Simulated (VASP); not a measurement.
**B2As: relaxation of cell and atoms with PBE**

The system is B2As.

```
B As
1.0
     0.00000    3.24098    3.24098
     3.24098    0.00000    3.24098
     3.24098    3.24098    0.00000
B As
4 2
Cartesian
  4.0512 4.0512 4.0512
  4.0512 2.4307 2.4307
  2.4307 2.4307 4.0512
  2.4307 4.0512 2.4307
  0.0000 0.0000 0.0000
  1.6205 1.6205 1.6205
```

```yaml
Program: VASP 6.6.1
Task: relaxation of cell and atoms
Functional: PBE
Potentials_or_basis: VASP PAW PBE potentials, release 64 (B, As)
Cutoff: 600 eV
k_mesh: 4 × 4 × 4
Occupations: gaussian, width 0.1 eV
Spin: no spin polarisation
Dipole_correction: no
Further_INCAR_settings: ALGO = Normal; EDIFF = 1e-06; IBRION = 2; EDIFFG = -0.04; NSW = 90; ISIF = 3
```

```yaml
Relaxed_volume: 10.37 Å³/atom
Relaxed_cell: a = 4.448 Å, b = 4.448 Å, c = 4.448 Å, α = 60.00°, β = 60.00°, γ = 60.00°
Space_group_after_relaxing_to_0.05_Å: Fd-3m (No. 227)
Energy_gained_by_relaxing: 34.9 meV/atom
Ionic_steps: 3
Pressure_after_relaxing: 0.0 GPa
```

Step by step:
```csv
step,energy change (eV),largest force (eV/Å),pressure (GPa),volume (Å³)
1,0.0000,0.0000,-10.54,68.09
2,-0.1973,0.0000,3.10,60.99
3,-0.2093,0.0000,0.05,62.24
```

Final structure:
```
B As
1.0
     0.00000    3.14537    3.14537
     3.14537    0.00000    3.14537
     3.14537    3.14537    0.00000
B As
4 2
Cartesian
  3.9317 3.9317 3.9317
  3.9317 2.3590 2.3590
  2.3590 2.3590 3.9317
  2.3590 3.9317 2.3590
  0.0000 0.0000 0.0000
  1.5727 1.5727 1.5727
```

Levels at points of the mesh, in eV from the Fermi level:
```csv
k point,band 9,band 10,band 11,band 12,band 13,band 14,band 15
"(0.00, 0.00, 0.00)",-4.94,-4.94,-2.36,-2.36,-1.77,-1.77,-1.77
"(0.50, 0.00, 0.00)",-1.71,-0.81,-0.08,-0.08,0.70,0.70,4.16
"(0.50, 0.50, 0.00)",0.75,0.75,0.91,0.91,1.36,1.36,2.95
```

Wall time 73 s on 1 thread of AMD EPYC 7R13 Processor (Zen 3), with other jobs on the host, peak memory 0.2 GiB.

Caveat: the k points lie up to 0.43 Å⁻¹ apart in the final cell; the bands computed are all filled at some k points, so no gap is given.
